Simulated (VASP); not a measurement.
Write the native input for VASP 6.6.1 that does the following.

* Task: single point
* Functional: PBE
* Potentials or basis: VASP PAW PBE potentials, release 64 (Sr_sv, Cl)
* Cutoff: 520 eV
* k mesh: 6 × 6 × 6
* Occupations: gaussian, width 0.01 eV
* Spin: no spin polarisation
* Dipole correction: no
* Further INCAR settings: ALGO = Normal; EDIFF = 1e-07; NBANDS = 19

The structure of SrCl2 lies in POSCAR:

```
SrCl2
1.0
    0.0000000000      3.4171392023      3.4171392023
    3.4171392023      0.0000000000      3.4171392023
    3.4171392023      3.4171392023      0.0000000000
Sr Cl
1 2
Direct
    0.0000000000      0.0000000000      0.0000000000
    0.2500000000      0.2500000000      0.2500000000
    0.7500000000      0.7500000000      0.7500000000
```

The input as run:

INCAR

```
PREC = Accurate ; ENCUT = 520
EDIFF = 1E-7 ; ISMEAR = 0
SIGMA = 0.01 ; LREAL = F
LASPH = T ; NELM = 60
ALGO = Normal ; ISIF = 2
LWAVE = F ; LCHARG = F
GGA = PE ; NBANDS = 19
```

KPOINTS

```
Automatic mesh
0
Gamma
  6 6 6
```

Potentials or basis: VASP PAW PBE potentials, release 64 (Sr_sv, Cl).

Launch:

```console
$ cat potpaw_PBE.64/Sr_sv/POTCAR potpaw_PBE.64/Cl/POTCAR > POTCAR
$ mpirun -np 1 vasp_std > vasp.out
```

Results of the run:

```yaml
Pressure: 3.8 GPa
Band_gap_on_the_k_mesh: 5.47 eV, direct
```

Wall time 32 s on 1 thread of AMD EPYC 7R43 64-Core Processor (Zen 3), on a shared host, peak memory 0.17 GiB.
